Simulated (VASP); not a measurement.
Write the native input for VASP 6.6.1 that does the following.

- Task: single point
- Functional: PBE
- Potentials or basis: VASP PAW PBE potentials, release 64 (Si, Ge_d)
- Cutoff: 520 eV
- k mesh: 4 × 4 × 4
- Occupations: gaussian, width 0.1 eV
- Spin: no spin polarisation
- Dipole correction: no
- Further INCAR settings: ALGO = Normal; EDIFF = 1e-06; NBANDS = 33

The structure of Si2Ge3 lies in POSCAR:

```
Si2Ge3
1.0
    4.0761251450      0.0000000000      0.0000000000
    0.0000000000      4.0761251450      0.0000000000
    0.0000000000      0.0000000000      6.4831572154
Si Ge
2 3
Direct
    0.0000000000      0.0000000000      0.7326196612
    0.5000000000      0.5000000000      0.2507804155
    0.5000000000      0.0000000000      0.9669792464
    0.0000000000      0.5000000000      0.9669792464
    0.0000000000      0.0000000000      0.3526413504
```

The cell was built from a structure type or drawn by symmetry, and may not be a known phase.

The input as run:

INCAR

```
  PREC = Accurate
  ENCUT = 520
  EDIFF = 1E-6
  ISMEAR = 0
  SIGMA = 0.1
  LREAL = False
  LASPH = True
  NELM = 100
  ALGO = Normal
  ISIF = 2
  LWAVE = False
  LCHARG = False
  GGA = PE
  NBANDS = 33
```

KPOINTS

```
Automatic mesh
0
Gamma
  4 4 4
```

Potentials or basis: VASP PAW PBE potentials, release 64 (Si, Ge_d).

The run is started by

```sh
$ cat potpaw_PBE.64/Si/POTCAR potpaw_PBE.64/Ge_d/POTCAR > POTCAR
$ mpirun -np 1 vasp_std > vasp.out
```

It gave:

```yaml
Pressure: 0.0 GPa
Largest_force: 0.008 eV/Å
Band_gap_on_the_k_mesh: zero (bands 25 and 26 overlap by 1.94 eV)
```

Caveat: the k points lie up to 0.39 Å⁻¹ apart, too coarse for converged energies and pressures of a metal.

It took 50 s on 1 thread of Intel(R) Xeon(R) Platinum 8559C (Emerald Rapids) (shared host), peak memory 0.22 GiB.
